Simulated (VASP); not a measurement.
Write the native input for VASP 6.6.1 that does the following.

| Item | Value |
| --- | --- |
| Task | single point |
| Functional | PBE |
| Potentials or basis | VASP PAW PBE potentials, release 64 (Be, Cd, Te) |
| Cutoff | 600 eV |
| k mesh | 6 × 6 × 2 |
| Occupations | gaussian, width 0.1 eV |
| Spin | no spin polarisation |
| Dipole correction | no |
| Further INCAR settings | ALGO = Normal; EDIFF = 1e-06; NBANDS = 31 |

The structure of BeCd2Te3 lies in POSCAR:

```
BeCd2Te3
1.0
    4.1407664917      0.0000000028      0.0000000000
   -2.0703832483      3.5860089715      0.0000000000
    0.0000000000      0.0000000000     10.2841194048
Be Cd Te
1 2 3
Direct
    0.0000000000      0.0000000000      0.5000000000
    0.3333333333      0.6666666667      0.8229254316
    0.6666666667      0.3333333333      0.1770745684
    0.3333333333      0.6666666667      0.3634635778
    0.6666666667      0.3333333333      0.6365364222
    0.0000000000      0.0000000000      0.0000000000
```

The cell was generated, and may not be a known phase.

One way to write it, as run:

INCAR

```
SYSTEM = BeCd2Te3
PREC = Accurate
ENCUT = 600
EDIFF = 1E-6
ISMEAR = 0
SIGMA = 0.1
LREAL = .FALSE.
LASPH = .TRUE.
NELM = 120
ALGO = Normal
ISIF = 2
LWAVE = .FALSE.
LCHARG = .TRUE.
GGA = PE
LELF = .TRUE.
LVHAR = .TRUE.
NBANDS = 31
GGA_COMPAT = .FALSE.
```

KPOINTS

```
regular mesh
0
G
  6 6 2
  0 0 0
```

Potentials or basis: VASP PAW PBE potentials, release 64 (Be, Cd, Te).

The run is started by

```console
$ cat potpaw_PBE.64/Be/POTCAR potpaw_PBE.64/Cd/POTCAR potpaw_PBE.64/Te/POTCAR > POTCAR
$ mpirun -np 1 vasp_std > vasp.out
```

It gave:

- Pressure: 0.1 GPa
- Largest force: 0.005 eV/Å
- Band gap on the k mesh: zero (bands 22 and 23 overlap by 0.80 eV)

Caveat: semilocal functionals underestimate gaps, and a narrow one can read as zero; spin-orbit coupling is left out, which moves the levels of the heavy elements.

It took 2.6 min on 1 thread of Oxide Virtual Turin-like Processor, with other jobs on the host, peak memory 0.32 GiB.
